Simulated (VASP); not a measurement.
Here is a VASP 6.6.1 calculation.

Contents of INCAR:

```
PREC = Accurate
ENCUT = 600
EDIFF = 1E-6
ISMEAR = 0
SIGMA = 0.2
LREAL = F
LASPH = T
NELM = 120
ALGO = Normal
ISIF = 2
LWAVE = F
LCHARG = F
GGA = PE
NBANDS = 28
GGA_COMPAT = F
```

KPOINTS

```
regular mesh
0
Gamma
  3 3 4
```

The input POSCAR:

```
Be3S5
1.0
    7.1999493145      0.0000000031      0.0000000000
   -3.5999746599      6.2353390108      0.0000000000
    0.0000000000      0.0000000000      3.0206296672
Be S
3 5
Direct
    0.0000000000      0.8236810597      0.0000000000
    0.1763189403      0.1763189403      0.0000000000
    0.8236810597      0.0000000000      0.0000000000
    0.6666666667      0.3333333333      0.5000000000
    0.3333333333      0.6666666667      0.5000000000
    0.0000000000      0.2511763425      0.5000000000
    0.2511763425      0.0000000000      0.5000000000
    0.7488236575      0.7488236575      0.5000000000
```

Potentials or basis: VASP PAW PBE potentials, release 64 (Be, S).

Command:

```bash
$ cat potpaw_PBE.64/Be/POTCAR potpaw_PBE.64/S/POTCAR > POTCAR
$ mpirun -np 1 vasp_std > vasp.out
```

(1) Predict the pressure.

(2) Predict the band gap on the k mesh.

(3) Predict the largest force.

## Answers

(1) 0.1 GPa.

(2) zero (band 18 reaches 4.76 eV, above the bottom of band 19 at 4.52 eV).

(3) 0.020 eV/Å.

Caveat: the k points lie up to 0.52 Å⁻¹ apart.
